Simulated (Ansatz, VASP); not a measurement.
Given: the input of a run of Ansatz 0.2.0 on HfB2.

input.yaml

```yaml
crystal:
  lattice:
    - [3.2015842624, 0.0, 0.0]
    - [-1.6007921312, 2.7726533036, 0.0]
    - [0.0, 0.0, 3.548252622]
  atoms:
    - { symbol: Hf, position: [0.0, 0.0, 0.0] }
    - { symbol: B, position: [0.6666666667, 0.3333333333, 0.5] }
    - { symbol: B, position: [0.3333333333, 0.6666666667, 0.5] }
hamiltonian:
  xc: lda
  pseudopotentials: { kind: paw }
kpoints:
  mp_grid: { grid: [10, 10, 8] }
scf:
  occupations: { method: fermi_dirac, width: 0.05 }
output:
  forces: true
  stress: true
  eigenvalues: true
```

Potentials or basis: Ansatz PAW.

Launch:

```console
$ ansatz run input.yaml --threads 2 --pin off --max-ram 5632MiB --backend cpu --events-out ev --progress --plain --runs-dir out
```

**Question.** Translate it to VASP 6.6.1. Potentials there: VASP PAW LDA potentials, release 64 (Hf_pv, B).

**Answer.** As run (the cutoff follows the program's own potentials):

INCAR

```
PREC = Accurate
ENCUT = 520
EDIFF = 1E-6
ISMEAR = -1
SIGMA = 0.05
LREAL = F
LASPH = T
NELM = 100
ALGO = Normal
ISIF = 2
LWAVE = F
LCHARG = F
GGA = CA
NBANDS = 15
```

KPOINTS

```
Automatic mesh
0
Gamma
  10 10 8
```

The input POSCAR:

```
HfB2
1.0
    3.2015842624      0.0000000000      0.0000000000
   -1.6007921312      2.7726533036      0.0000000000
    0.0000000000      0.0000000000      3.5482526220
Hf B
1 2
Direct
    0.0000000000      0.0000000000      0.0000000000
    0.6666666667      0.3333333333      0.5000000000
    0.3333333333      0.6666666667      0.5000000000
```

Potentials or basis: VASP PAW LDA potentials, release 64 (Hf_pv, B).

Launch:

```bash
$ cat potpaw_LDA.64/Hf_pv/POTCAR potpaw_LDA.64/B/POTCAR > POTCAR
$ mpirun -np 1 vasp_std > vasp.out
```

Both were run:

|  | VASP | Ansatz | Ansatz less VASP |
| --- | --- | --- | --- |
| gap on the k mesh at the Fermi level (eV) | none | none | - |
| pressure (GPa) | -22.1 | -22.3 | -0.21 |
| traceless stress, the component that is largest in VASP (GPa) | 1.25 | 1.15 | -0.107 |

LDA's correlation is that of Perdew and Zunger in VASP and of Perdew and Wang (1992) in Ansatz. A gap of «none» marks a metal or a gap that the smearing closes. VASP's potentials hold 16 valence electrons a cell and Ansatz's 32, so a difference there can come from the potentials and not from the codes.

Neither program's run includes spin-orbit coupling.
